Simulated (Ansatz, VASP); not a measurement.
## S in VASP and in Ansatz

Contents of POSCAR:

```
S
1.0
    2.0811871024      1.2015739338      3.8593119614
   -2.0811871024      1.2015739338      3.8593119614
    0.0000000000     -2.4031478676      3.8593119614
S
2
Direct
    0.2275400000      0.2275400000      0.2275400000
    0.7724600000      0.7724600000      0.7724600000
```

Contents of INCAR.step1:

```
PREC     = Accurate       # precision mode
ENCUT    = 600            # plane-wave cutoff, eV
ISMEAR   = 0              # smearing method
SIGMA    = 0.1            # smearing width, eV
LREAL    = F              # projectors in reciprocal space
LASPH    = T              # aspherical terms in the spheres
NELM     = 80             # most SCF steps
GGA      = PE             # functional
ALGO     = Normal         # electronic algorithm
EDIFF    = 1E-4           # SCF threshold, eV
LWAVE    = T              # write WAVECAR
LCHARG   = F              # write CHGCAR
```

The input INCAR.step2:

```
PREC     = Accurate       # precision mode
ENCUT    = 600            # plane-wave cutoff, eV
EDIFF    = 1E-6           # SCF threshold, eV
ISMEAR   = 0              # smearing method
SIGMA    = 0.1            # smearing width, eV
LREAL    = F              # projectors in reciprocal space
LASPH    = T              # aspherical terms in the spheres
NELM     = 80             # most SCF steps
ALGO     = Normal         # electronic algorithm
ISIF     = 3              # what is computed and relaxed
LWAVE    = F              # write WAVECAR
LCHARG   = F              # write CHGCAR
METAGGA  = R2SCAN         # meta-GGA
LMIXTAU  = T            
IBRION   = 2              # ionic algorithm
NSW      = 90             # ionic steps
EDIFFG   = -0.04          # ionic threshold
ISTART   = 1
```

Contents of KPOINTS:

```
regular mesh
0
Gamma
  6 6 6
```

Input for Ansatz:

```yaml
crystal:
  lattice:
    - [2.0811871024, 1.2015739338, 3.8593119614]
    - [-2.0811871024, 1.2015739338, 3.8593119614]
    - [0.0, -2.4031478676, 3.8593119614]
  atoms:
    - { symbol: S, position: [0.22754, 0.22754, 0.22754] }
    - { symbol: S, position: [0.77246, 0.77246, 0.77246] }
basis:
  ecutwfc: 500
kpoints:
  mp_grid: { grid: [6, 6, 6] }
hamiltonian:
  xc: r2scan
scf:
  occupations: { method: gaussian, width: 0.1 }
  lower_state_search: "off"
output:
  forces: true
  stress: true
  eigenvalues: true
relax:
  adjacent_minimum: "off"
  f_tol: 0.04
  max_steps: 70
  cell: { stress_tol: 0.4 }
```

Alike in both runs: task relaxation of cell and atoms; functional r2SCAN; k mesh 6 × 6 × 6; occupations gaussian, width 0.1 eV; no spin polarisation.

```csv
,VASP,Ansatz
version,VASP 6.6.1,Ansatz 0.2.0
potentials or method,"VASP PAW PBE potentials, release 64 (S), cutoff 600 eV","scalar-relativistic, plane waves, PAW"
valence electrons in the cell,12,12
```

Ansatz gave:

```
gap on the k mesh at the Fermi level, each at its own relaxed structure (eV) : none
relaxed volume (Å³/atom)                                                     : 22.18
relaxed length of the cell vector where the two differ most in proportion (Å)              : 4.060
```

Task: Estimate VASP's values.

Result: gap on the k mesh at the Fermi level, each at its own relaxed structure (eV): none; relaxed volume (Å³/atom): 17.01; relaxed length of the cell vector where the two differ most in proportion (Å): 3.635.

VASP's potentials were made for PBE, not for r2SCAN. A gap of «none» marks a metal or a gap that the smearing closes. One of these differences is far larger than is usual between the two programs; its cause wasn't traced.

Noted on VASP's run: the volume moved by over 15 % at a fixed basis, so the end points are rough.
